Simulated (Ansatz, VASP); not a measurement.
One calculation of Bi, two programs

```
CELL_PARAMETERS angstrom
-2.01115 2.01115 1.92199
2.01115 -2.01115 1.92199
2.01115 2.01115 -1.92199
ATOMIC_POSITIONS crystal
Bi 0.00000 0.00000 0.00000
```

Change from the starting cell: strain +0.015 along x and y, -0.030 along z, atoms carried along.

Alike in both runs: task single point; functional LDA; k mesh 18 × 18 × 18; occupations gaussian, width 0.15 eV; no spin polarisation.

|  | VASP | Ansatz |
| --- | --- | --- |
| version | VASP 6.6.1 | Ansatz 0.2.0 |
| potentials or method | VASP PAW LDA potentials, release 64 (Bi_d), cutoff 520 eV | scalar-relativistic, plane waves, PAW |
| valence electrons in the cell | 15 | 15 |

```tsv
	VASP	Ansatz	Ansatz less VASP
gap on the k mesh at the Fermi level (eV)	none	none	-
pressure (GPa)	-3.1	-3.2	-0.09
traceless stress, the component that is largest in VASP (GPa)	0.12	0.12	-0.001
```

LDA's correlation is that of Perdew and Zunger in VASP and of Perdew and Wang (1992) in Ansatz. A gap of «none» marks a metal or a gap that the smearing closes.

Spin-orbit coupling is off throughout.
